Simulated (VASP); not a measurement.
Ca2Sn2N:

```
Ca Sn N
1.0
     3.60000    0.00000    0.00000
    -1.80000    3.11769    0.00000
     0.00000    0.00000   19.40000
Ca Sn N
4 4 2
Direct
  0.66667 0.33333 0.93500
  0.33333 0.66667 0.06500
  0.66667 0.33333 0.56500
  0.33333 0.66667 0.43500
  0.33333 0.66667 0.68000
  0.33333 0.66667 0.82000
  0.66667 0.33333 0.18000
  0.66667 0.33333 0.32000
  0.00000 0.00000 0.00000
  0.00000 0.00000 0.50000
```

* Program: VASP 6.6.1
* Task: relaxation of cell and atoms
* Functional: PBE
* Potentials or basis: VASP PAW PBE potentials, release 64 (Ca_sv, Sn_d, N)
* Cutoff: 600 eV
* k mesh: 5 × 5 × 1
* Occupations: gaussian, width 0.2 eV
* Spin: no spin polarisation

At the start: pressure 6.3 GPa; volume 21.77 Å³/atom.

How do energy, volume and symmetry change on relaxing?

Over 7 steps the energy falls by 196.2 meV/atom and the volume is 23.98 Å³/atom (+10.2 %); space group P6_3/mmc (No. 194, to 0.05 Å).

The path:
| step | energy change (eV) | largest force (eV/Å) | pressure (GPa) | volume (Å³) |
| --- | --- | --- | --- | --- |
| 1 | 0.0000 | 1.9037 | 6.28 | 217.74 |
| 2 | -1.6476 | 0.9705 | -2.01 | 245.03 |
| 3 | -1.6666 | 0.9009 | -2.61 | 248.30 |
| 4 | -1.9467 | 0.1827 | 0.24 | 238.58 |
| 5 | -1.9467 | 0.1773 | 0.26 | 238.51 |
| 6 | -1.9594 | 0.0881 | 0.06 | 239.27 |
| 7 | -1.9624 | 0.0226 | -0.09 | 239.84 |

Final structure:
```
Ca Sn N
1.0
     3.55064    0.00000    0.00000
    -1.77532    3.07495    0.00000
     0.00000    0.00000   21.96771
Ca Sn N
4 4 2
Direct
  0.66667 0.33333 0.94275
  0.33333 0.66667 0.05725
  0.66667 0.33333 0.55725
  0.33333 0.66667 0.44275
  0.33333 0.66667 0.68537
  0.33333 0.66667 0.81463
  0.66667 0.33333 0.18537
  0.66667 0.33333 0.31463
  0.00000 0.00000 0.00000
  0.00000 0.00000 0.50000
```

Caveat: the k points lie up to 0.41 Å⁻¹ apart in the final cell; the relaxation stopped at a loose force limit of 0.08 eV/Å, so its end isn't a converged minimum.
